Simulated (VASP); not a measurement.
Co, 2 atoms in the cell. The structure is trigonal, space group P-3m1 (No. 164). Conventional cell: a = 2.487 Å, b = 2.487 Å, c = 4.063 Å, α = 90.00°, β = 90.00°, γ = 120.00°. Within 3.2 Å of Co (site symmetry 3m) lie 12 Co at 2.42 to 2.55 Å. 

```yaml
Program: VASP 6.6.1
Task: single point
Functional: PBEsol
Potentials_or_basis: VASP PAW PBE potentials, release 64 (Co)
Cutoff: 520 eV
k_mesh: 7 × 7 × 4
Occupations: fermi-dirac, width 0.05 eV
Spin: collinear spin, ferromagnetic start
Starting_moments: "[2.5, 2.5] μB"
Dipole_correction: no
Further_INCAR_settings: ALGO = Normal; EDIFF = 1e-06; NBANDS = 20
```

Potentials or basis: VASP PAW PBE potentials, release 64 (Co).

The run is started by

```sh
$ cat potpaw_PBE.64/Co/POTCAR > POTCAR
$ mpirun -np 1 vasp_std > vasp.out
```

Hardware: 1 thread of Intel Xeon 6975P-C (shared host).

How long does it take, and how much memory?

It took 53 s on 1 thread of Intel Xeon 6975P-C (shared host), peak memory 0.14 GiB. Counts: scf iterations 14, k points 28.
